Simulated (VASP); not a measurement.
Tl, 2 atoms in the cell. Symmetry: P6_3/mmc, No. 194, hexagonal system. Conventional cell: a = 3.456 Å, b = 3.456 Å, c = 5.525 Å, α = 90.00°, β = 90.00°, γ = 120.00°. Tl (site symmetry -6m2) has 12 Tl at 3.41 to 3.46 Å within 4.5 Å. 

* Program: VASP 6.6.1
* Task: single point
* Functional: PBE
* Potentials or basis: VASP PAW PBE potentials, release 64 (Tl_d)
* Cutoff: 520 eV
* k mesh: 9 × 9 × 5
* Occupations: fermi-dirac, width 0.05 eV
* Spin: no spin polarisation
* Dipole correction: no
* Further INCAR settings: ALGO = Normal; EDIFF = 1e-06; NBANDS = 20

Potentials or basis: VASP PAW PBE potentials, release 64 (Tl_d).

Run with:

```bash
$ cat potpaw_PBE.64/Tl_d/POTCAR > POTCAR
$ mpirun -np 1 vasp_std > vasp.out
```

Hardware: 1 thread of Intel(R) Xeon(R) Platinum 8259CL CPU @ 2.50GHz (Skylake/Cascade Lake), with other jobs on the host.

Question: How long does it take, and how much memory?

Answer: It took 24 s on 1 thread of Intel(R) Xeon(R) Platinum 8259CL CPU @ 2.50GHz (Skylake/Cascade Lake), with other jobs on the host, peak memory 0.19 GiB. Counts: scf iterations 11, k points 36.
